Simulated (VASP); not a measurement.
## TaCuP2: single point with PBE+U

The system is TaCuP2.

```
Ta Cu P
1.0
     3.21162    0.00000    0.00000
    -1.60581    2.78135    0.00000
     0.00000   -1.85423    7.89714
Ta Cu P
1 1 2
Direct
  0.50000 0.00000 0.50000
  0.00000 0.00000 0.00000
  0.09463 0.18926 0.28388
  0.90537 0.81074 0.71612
```

* Program: VASP 6.6.1
* Task: single point
* Functional: PBE
* Potentials or basis: VASP PAW PBE potentials, release 64 (Ta_sv_GW, Cu_sv_GW, P)
* Cutoff: 820 eV
* k mesh: 6 × 6 × 6
* Occupations: fermi-dirac, width 0.1 eV
* Spin: no spin polarisation
* Hubbard terms: Cu d U = 5.0 eV
* Dipole correction: no
* Further INCAR settings: ALGO = Normal; EDIFF = 1e-06; NBANDS = 29

| Quantity | Value |
| --- | --- |
| Pressure | -0.3 GPa |
| Largest force | 0.100 eV/Å |
| Band gap on the k mesh | zero (bands 21 and 22 overlap by 1.63 eV) |

Forces on the atoms (eV/Å):
```
Ta   0.000  0.000  0.000
Cu   0.000  0.000  0.000
P    0.000  0.000 -0.100
P    0.000  0.000  0.100
```

Stress tensor (GPa, compression positive):
```
 0.09  0.00  0.00
 0.00  0.09  0.00
 0.00  0.00 -1.09
```

Levels at points of the mesh, in eV from the Fermi level:
```tsv
k point	band 19	band 20	band 21	band 22	band 23	band 24
(0.00, 0.00, 0.00)	-1.51	-1.51	1.26	1.26	2.33	2.33
(0.50, 0.00, 0.00)	-1.84	-1.27	-1.24	0.77	1.15	4.09
(0.00, 0.50, 0.00)	-1.99	-1.67	-0.88	0.48	1.88	3.88
(0.00, 0.00, 0.50)	-1.56	-0.24	1.24	1.24	2.55	2.55
```

Eigenvalues of the final occupation matrices:
| site | spin | trace | eigenvalues |
| --- | --- | --- | --- |
| site 2 d | 1 | 4.55 | 0.88 0.91 0.91 0.93 0.93 |
| site 2 d | 2 | 4.55 | 0.88 0.91 0.91 0.93 0.93 |

Wall time 2.1 min on 1 thread of Intel(R) Xeon(R) 6975P-C (Granite Rapids) (shared host), peak memory 0.37 GiB.

Caveat: the k points lie up to 0.38 Å⁻¹ apart, too coarse for converged energies and pressures of a metal; spin-orbit coupling is left out, which moves the levels of the heavy elements; U without spin polarisation on a metal has little footing; the U is typed as a test and isn't derived for this compound.
